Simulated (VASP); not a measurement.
The system is BaTeH6.

```xyz
8
Lattice="3.4623 1.9846 2.5093 -3.4972 2.0158 2.5326 0.0096 -3.9956 2.5171" Properties=species:S:1:pos:R:3 pbc="T T T"
Ba   -0.0852    0.0440    0.0332
Te   -0.0976    0.0089    3.6384
H     1.1088    0.8817    2.2102
H     0.0488   -1.2830    2.2606
H     1.2807   -0.6875    5.1430
H    -0.3353    1.2010    5.1815
H    -1.2036   -0.7595    5.3016
H    -1.1251    0.7394    2.2973
```

* Program: VASP 6.6.1
* Task: relaxation of cell and atoms
* Functional: PBEsol
* Potentials or basis: VASP PAW PBE potentials, release 64 (Ba_sv, Te, H)
* Cutoff: 600 eV
* k mesh: 4 × 4 × 4
* Occupations: fermi-dirac, width 0.05 eV
* Spin: no spin polarisation

At the start: pressure 0.3 GPa; volume 13.14 Å³/atom.

Task: Where does the relaxation end?

Result: Over 73 steps the energy falls by 76.5 meV/atom and the volume is 13.44 Å³/atom (+2.3 %); space group P1 (No. 1, to 0.1 Å) before and after.

Step by step:
```
step  energy change (eV)  largest force (eV/Å)  pressure (GPa)  volume (Å³)
   1              0.0000                1.1500            0.26       105.14
   3             -0.2280                0.4169           -0.92       105.79
   5             -0.2741                0.2954            1.03       103.10
   7             -0.3183                0.2412            0.24       104.92
   9             -0.3491                0.2551           -0.60       107.32
  11             -0.3935                0.3614            0.26       107.14
  13             -0.4027                0.4867            0.81       107.02
  15             -0.4426                0.3195            0.32       108.33
  17             -0.4489                0.3239            0.06       108.97
  19             -0.5126                0.3663           -0.72       110.43
  21             -0.5199                0.3910           -0.93       111.03
  23             -0.5425                0.3824            0.09       109.24
  25             -0.5592                0.2267           -0.14       108.22
  27             -0.5712                0.1977            0.36       106.97
  29             -0.5810                0.1800            0.02       107.09
  31             -0.5895                0.1210            0.23       107.24
  33             -0.5936                0.0819           -0.12       108.02
  35             -0.5953                0.1333            0.12       107.87
  37             -0.5982                0.0751           -0.08       108.06
  39             -0.5995                0.0787           -0.04       107.98
  41             -0.6014                0.0981            0.09       107.72
  43             -0.6033                0.1078           -0.03       107.57
  45             -0.6043                0.0605            0.00       107.62
  47             -0.6069                0.0478           -0.04       107.67
  49             -0.6071                0.0716           -0.05       107.69
  51             -0.6084                0.0595           -0.05       107.58
  53             -0.6091                0.0571            0.10       107.37
  55             -0.6099                0.0691           -0.10       107.57
  57             -0.6103                0.0258            0.02       107.46
  59             -0.6107                0.0289            0.01       107.45
  61             -0.6110                0.0194           -0.02       107.42
  63             -0.6114                0.0225            0.00       107.27
  65             -0.6115                0.0125            0.05       107.19
  67             -0.6116                0.0134            0.02       107.28
  69             -0.6117                0.0165            0.01       107.46
  71             -0.6117                0.0130           -0.01       107.50
  73             -0.6118                0.0073           -0.02       107.51
```

Final structure:
```xyz
8
Lattice="3.4868 2.0535 2.6179 -3.3475 1.9183 2.5376 -0.0444 -4.0640 2.6505" Properties=species:S:1:pos:R:3 pbc="T T T"
Ba    0.0176   -3.8799    2.6146
Te   -0.0959   -0.2008    3.8537
H     1.2233    0.5159    2.9274
H     0.1693   -1.4490    1.9047
H     1.1845   -0.4987    5.2795
H    -0.2509    1.2903    4.7708
H    -1.2260   -0.7079    5.8045
H    -1.0517    0.6701    2.4064
```

Caveat: the PAW data sets were made with another functional, which shifts forces and pressure a little.
